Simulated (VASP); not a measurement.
Here is a VASP 6.6.1 calculation.

Contents of INCAR:

```
SYSTEM = HfB
  PREC = Accurate
  ENCUT = 520
  EDIFF = 1E-6
  ISMEAR = 0
  SIGMA = 0.1
  LREAL = .FALSE.
  LASPH = .TRUE.
  NELM = 100
  ALGO = Normal
  ISIF = 2
  LWAVE = .FALSE.
  LCHARG = .FALSE.
  GGA = PS
  NBANDS = 14
```

KPOINTS

```
Automatic mesh
0
G
  16 16 16
  0 0 0
```

The input POSCAR:

```
HfB
1.0
    0.0000000000      2.3939477051      2.3939477051
    2.3939477051      0.0000000000      2.3939477051
    2.3939477051      2.3939477051      0.0000000000
Hf B
1 1
Direct
    0.5000000000      0.5000000000      0.5000000000
    0.0000000000      0.0000000000      0.0000000000
```

Potentials or basis: VASP PAW PBE potentials, release 64 (Hf_pv, B).

Command:

```bash
$ cat potpaw_PBE.64/Hf_pv/POTCAR potpaw_PBE.64/B/POTCAR > POTCAR
$ mpirun -np 1 vasp_std > vasp.out
```

Problem. Predict the pressure.

Solution. 0.3 GPa.

Caveat: the PAW data sets were made with another functional, which shifts forces and pressure a little.
